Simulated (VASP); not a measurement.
# B2W (P6/mmm) in VASP: single point with LDA

Aim: the single point of B2W with LDA.

Everything below comes from runs of VASP 6.6.1. Logs are shortened: lines on timing, memory, paths and dates and some standing lists are left out, and cuts for length are marked.

## 1. The cell of the first run

It takes space group P6/mmm (No. 191, hexagonal). The conventional cell has a = 3.060 Å, b = 3.060 Å, c = 3.090 Å, α = 90.00°, β = 90.00°, γ = 120.00°. B (site symmetry -6m2) has 3 B at 1.77 Å within 2.3 Å. Within 3.1 Å of W (site symmetry 6/mmm) lie 12 B at 2.35 Å and 8 W at 3.06 to 3.09 Å.

## 2. Single point, LDA (volume scaled by 1.04)

The input, INCAR:

```
SYSTEM = B2W
PREC     = Accurate       ! precision mode
ENCUT    = 520            ! plane-wave cutoff, eV
EDIFF    = 1E-6           ! SCF threshold, eV
ISMEAR   = -1             ! smearing method
SIGMA    = 0.05           ! smearing width, eV
LREAL    = .FALSE.        ! projectors in reciprocal space
LASPH    = .TRUE.         ! aspherical terms in the spheres
NELM     = 80             ! most SCF steps
ALGO     = Normal         ! electronic algorithm
ISIF     = 2              ! what is computed and relaxed
LWAVE    = .FALSE.        ! write WAVECAR
LCHARG   = .FALSE.        ! write CHGCAR
GGA      = CA             ! functional
NBANDS   = 17             ! bands
```

The input, KPOINTS:

```
regular mesh
0
G
  14 14 12
  0 0 0
```

The input, POSCAR:

```
B2W
1.0
    3.0597428387      0.0000000000      0.0000000000
   -1.5298714194      2.6498150274      0.0000000000
    0.0000000000      0.0000000000      3.0901361816
B W
2 1
Direct
    0.3333333333      0.6666666667      0.5000000000
    0.6666666667      0.3333333333      0.5000000000
    0.0000000000      0.0000000000      0.0000000000
```

Potentials or basis: VASP PAW LDA potentials, release 64 (B, W_sv).

Launch:

```bash
cat potpaw_LDA.64/B/POTCAR potpaw_LDA.64/W_sv/POTCAR > POTCAR
mpirun -np 1 vasp_std > vasp.out
```

OUTCAR:

```text
SYSTEM = B2W
   PREC = Accurate
   ENCUT = 520
   EDIFF = 1E-6
   ISMEAR = -1
   LREAL = .FALSE.
   LASPH = .TRUE.
   NELM = 80
   ISIF = 2
   GGA = CA

 ion  position               nearest neighbor table
   1  0.333  0.667  0.500-   2 1.77   2 1.77   2 1.77   3 2.35   3 2.35   3 2.35   3 2.35   3 2.35
                             3 2.35
   2  0.667  0.333  0.500-   1 1.77   1 1.77   1 1.77   3 2.35   3 2.35   3 2.35   3 2.35   3 2.35
                             3 2.35
   3  0.000  0.000  0.000-   1 2.35   2 2.35   1 2.35   2 2.35   2 2.35   2 2.35   1 2.35   1 2.35
                             2 2.35   2 2.35   1 2.35   1 2.35

  LATTYP: Found a hexagonal cell.
 ALAT       =     3.0597428387
 C/A-ratio  =     1.0099332998

  Lattice vectors:

 A1 = (   3.0597428387,   0.0000000000,   0.0000000000)
 A2 = (  -1.5298714194,   2.6498150274,   0.0000000000)
 A3 = (   0.0000000000,   0.0000000000,   3.0901361816)

Analysis of symmetry for initial positions (statically):
=====================================================================
 Subroutine PRICEL returns:
 Original cell was already a primitive cell.

 Routine SETGRP: Setting up the symmetry group for a
 hexagonal supercell.

 Subroutine GETGRP returns: Found 24 space group operations
 (whereof 24 operations were pure point group operations)
 out of a pool of 24 trial point group operations.

The static configuration has the point symmetry D_6h.

Analysis of symmetry for dynamics (positions and initial velocities):
=====================================================================
 Subroutine PRICEL returns:
 Original cell was already a primitive cell.

 Routine SETGRP: Setting up the symmetry group for a
 hexagonal supercell.

 Subroutine GETGRP returns: Found 24 space group operations
 (whereof 24 operations were pure point group operations)
 out of a pool of 24 trial point group operations.

The dynamic configuration has the point symmetry D_6h.

 Subroutine INISYM returns: Found 24 space group operations
 (whereof 24 operations are pure point group operations),
 and found     1 'primitive' translations

----------------------------------------------------------------------------------------

                                     Primitive cell

  volume of cell :      25.0541

  direct lattice vectors                    reciprocal lattice vectors
     3.059742839  0.000000000  0.000000000     0.326824852  0.188692416  0.000000000
    -1.529871419  2.649815027  0.000000000     0.000000000  0.377384832  0.000000000
     0.000000000  0.000000000  3.090136182     0.000000000  0.000000000  0.323610333

  length of vectors
     3.059742839  3.059742839  3.090136182     0.377384832  0.377384832  0.323610333

  position of ions in fractional coordinates (direct lattice)
     0.333333333  0.666666667  0.500000000
     0.666666667  0.333333333  0.500000000
     0.000000000  0.000000000  0.000000000

  ion indices of the primitive-cell ions
   primitive index   ion index
                 1           1
                 2           2
                 3           3

----------------------------------------------------------------------------------------

 KPOINTS: regular mesh

Automatic generation of k-mesh.
 Grid dimensions read from file:
 generate k-points for:   14   14   12

 Generating k-lattice:

  Cartesian coordinates                     Fractional coordinates (reciprocal lattice)
     0.023344632  0.013478030  0.000000000     0.071428571  0.000000000  0.000000000
     0.000000000  0.026956059  0.000000000     0.000000000  0.071428571  0.000000000
     0.000000000  0.000000000  0.026967528     0.000000000  0.000000000  0.083333333

  Length of vectors
     0.026956059  0.026956059  0.026967528

  Shift w.r.t. Gamma in fractional coordinates (k-lattice)
     0.000000000  0.000000000  0.000000000

 Subroutine IBZKPT returns following result:
 ===========================================

 Found    168 irreducible k-points:

 Following reciprocal coordinates:
            Coordinates               Weight
  0.000000  0.000000  0.000000      1.000000
  0.071429  0.000000  0.000000      6.000000
  0.142857 -0.000000  0.000000      6.000000
  0.214286  0.000000  0.000000      6.000000
  0.285714  0.000000  0.000000      6.000000
  0.357143  0.000000  0.000000      6.000000
[... 16 lines left out ...]
  0.285714  0.285714  0.000000      6.000000
  0.357143  0.285714  0.000000      6.000000
 [... further k-points ...]
   k-points           NKPTS =    168   k-points in BZ     NKDIM =    168   number of bands    NBANDS=     17
   number of dos      NEDOS =    301   number of ions     NIONS =      3
   total plane-waves  NPLWV =  13824
   dimension x,y,z NGX =    24 NGY =   24 NGZ =   24
   dimension x,y,z NGXF=    48 NGYF=   48 NGZF=   48
   ions per type =               2   1
   NGX,Y,Z   is equivalent  to a cutoff of  13.04, 13.04, 12.91 a.u.
   NGXF,Y,Z  is equivalent  to a cutoff of  26.08, 26.08, 25.82 a.u.
 SYSTEM =  B2W
   PREC   = accura    normal or accurate (medium, high low for compatibility)
   ISTART =      0    job   : 0-new  1-cont  2-samecut
   ICHARG =      2    charge: 1-file 2-atom 10-const
   ISPIN  =      1    spin polarized calculation?
   LNONCOLLINEAR =      F non collinear calculations
   LSORBIT =      F    spin-orbit coupling
   LASPH  =      T    aspherical Exc in radial PAW
   ENCUT  =  520.0 eV  38.22 Ry    6.18 a.u.   5.69  5.69  5.75*2*pi/ulx,y,z
   NELM   =     80;   NELMIN=  2; NELMDL= -5     # of ELM steps
   EDIFF  = 0.1E-05   stopping-criterion for ELM
   LREAL  =      F    real-space projection
   EDIFFG = 0.1E-04   stopping-criterion for IOM
   NSW    =      0    number of steps for IOM
   IBRION =     -1    ionic relax: 0-MD 1-quasi-New 2-CG
   NFREE  =      0    steps in history (QN), initial steepest desc. (CG)
   ISIF   =      2    stress and relaxation
   ISYM   =      2    0-nonsym 1-usesym 2-fastsym
   POTIM  = 0.5000    time-step for ionic-motion
   TEBEG  =    0.0;   TEEND  =   0.0 temperature during run
   PSTRESS=    0.0 pullay stress
   NELECT =      20.0000    total number of electrons
   NUPDOWN=      -1.0000    fix difference up-down
   EMIN   =  10.00;   EMAX   =-10.00  energy-range for DOS
   EFERMI =   0.00;   METHOD = LEGACY
   ISMEAR =    -1;   SIGMA  =   0.05  broadening in eV -4-tet -1-fermi 0-gaus
   EFERMI_NEDOS =   21; number of points for ismear=-14 and -15
   IALGO  =     38    algorithm
   IMIX   =      4    mixing-type and parameters
     AMIX     =   0.40;   BMIX     =  1.00
     AMIX_MAG =   1.60;   BMIX_MAG =  1.00
  volume/ion in A,a.u.               =       8.35        56.36
  Fermi-wavevector in a.u.,A,eV,Ry     =   1.518654  2.869840 31.379246  2.306310
  Thomas-Fermi vector in A             =   2.627745
   LORBIT       =      0    0 simple, 1 ext, 2 COOP (PROOUT), +10 PAW based schemes
   GGA     = CA    functional components
   LHFCALC =     F    Hartree Fock is set to
   AEXX    =    0.0000 exact exchange contribution
   IVDW    =     0    specifies the selected vdW correction
   LEPSILON=     F    determine dielectric tensor
   LRPA    =     F    only Hartree local field effects (RPA)
 non-spin polarized calculation
  energy-cutoff  :      520.00
  volume of cell :       25.05
 maximum number of plane-waves:       688
 NGX is ok and might be reduce to    24
   NGX = 11   NGY = 11   NGZ = 11

 number of electron      20.0000004 magnetization

 Free energy of the ion-electron system (eV)
  ---------------------------------------------------
  ext. energy  EPLUGINS =         0.00000000
  ---------------------------------------------------
  free energy    TOTEN  =       -29.36319411 eV

  energy without entropy =      -29.35144837  energy(sigma->0) =      -29.35732124

 E-fermi :  13.0649     XC(G=0): -13.9530

 val. band max:       13.0634838382   @ k =   0.3571   0.0000   0.1667
 cond. band min:      13.0692081836   @ k =   0.2143   0.2143   0.0833
 fundamental gap:      0.0057243454
 Fermi energy:        13.0649401995

 k-point     1 :       0.0000    0.0000    0.0000
  band No.  band energies     occupation
      1     -61.6577      2.00000
      2     -26.2427      2.00000
      3     -25.9937      2.00000
      4     -25.9937      2.00000
      5      -3.1862      2.00000
      6       7.0302      2.00000
[... 9 lines left out ...]
     16      16.7638      0.00000
     17      20.4493      0.00000

 k-point     2 :       0.0714    0.0000    0.0000
  band No.  band energies     occupation
      1     -61.6562      2.00000
      2     -26.2387      2.00000
      3     -26.0211      2.00000
      4     -26.0001      2.00000
      5      -3.0697      2.00000
      6       6.7868      2.00000
[... 9 lines left out ...]
     16      17.6680      0.00000
     17      20.1097      0.00000

 k-point     3 :       0.1429   -0.0000    0.0000
  band No.  band energies     occupation
      1     -61.6518      2.00000
      2     -26.2273      2.00000
      3     -26.0973      2.00000
      4     -26.0180      2.00000
      5      -2.7296      2.00000
      6       6.1570      2.00000
[... 9 lines left out ...]
     16      19.1722      0.00000
     17      19.4177      0.00000

 k-point     4 :       0.2143    0.0000    0.0000
  band No.  band energies     occupation
      1     -61.6456      2.00000
      2     -26.2109      2.00000
      3     -26.2058      2.00000
      4     -26.0438      2.00000
      5      -2.1918      2.00000
      6       5.3238      2.00000
[... 9 lines left out ...]
     16      19.7390      0.00000
     17      20.8581      0.00000
[... 343 lines left out ...]
      1     -61.6241      2.00000
      2     -26.4523      2.00000
      3     -26.2486      2.00000
      4     -26.1541      2.00000
      5       1.2851      2.00000
      6       2.5223      2.00000
[... 9 lines left out ...]
     16      22.0759      0.00000
     17      24.5204      0.00000

 k-point    23 :       0.2857    0.2857    0.0000
  band No.  band energies     occupation
      1     -61.6238      2.00000
      2     -26.4226      2.00000
      3     -26.2865      2.00000
      4     -26.1532      2.00000
      5       1.3221      2.00000
      6       3.0246      2.00000
[... 9 lines left out ...]
     16      23.0937      0.00000
     17      23.9261      0.00000

 k-point    24 :       0.3571    0.2857    0.0000
  band No.  band energies     occupation
      1     -61.6228      2.00000
      2     -26.4049      2.00000
      3     -26.3246      2.00000
      4     -26.1507      2.00000
      5       2.1476      2.00000
      6       2.4732      2.00000
[... 9 lines left out ...]
     16      23.0002      0.00000
     17      24.2389      0.00000

 [... further k-points ...]
[... 5 lines left out ...]
  --------------------------------------------------------------------------------------
  -------------------------------------------------------------------------------------
  Total        0.3624761      0.3624761      2.9039928     -0.0000000     -0.0000000     -0.0000000
  in kB       23.1799169     23.1799169    185.7068902     -0.0000000     -0.0000000     -0.0000000
  external PRESSURE =      77.3555747 kB  Pullay stress =       0.0000000 kB

 VOLUME and BASIS-vectors are now :
 -----------------------------------------------------------------------------
  energy-cutoff  :      520.00
  volume of cell :       25.05
      direct lattice vectors                 reciprocal lattice vectors
     3.059742839  0.000000000  0.000000000     0.326824852  0.188692416  0.000000000
    -1.529871419  2.649815027  0.000000000     0.000000000  0.377384832  0.000000000
     0.000000000  0.000000000  3.090136182     0.000000000  0.000000000  0.323610333

 POSITION                                       TOTAL-FORCE (eV/Angst)
 -----------------------------------------------------------------------------------
     -0.00000      1.76654      1.54507         0.000000      0.000000      0.000000
      1.52987      0.88327      1.54507        -0.000000     -0.000000      0.000000
      0.00000      0.00000      0.00000         0.000000      0.000000      0.000000
 -----------------------------------------------------------------------------------
    total drift:                               -0.000000      0.000000      0.000000

  FREE ENERGIE OF THE ION-ELECTRON SYSTEM (eV)
  ---------------------------------------------------
  free  energy   TOTEN  =       -29.3631941126 eV

  energy  without entropy=      -29.3514483654  energy(sigma->0) =      -29.35732124
```

Run time: 25 s. Hardware: 1 thread of AMD EPYC 9R45 (Zen 5), shared host; peak memory 0.15 GiB.

What came out:

```
Free energy            : -29.3632 eV
Pressure               : 7.7 GPa
Band gap on the k mesh : zero (band 10 reaches 14.98 eV, above the bottom of band 11 at 10.48 eV)
```

Caveat: spin-orbit coupling is left out, which moves the levels of the heavy elements.
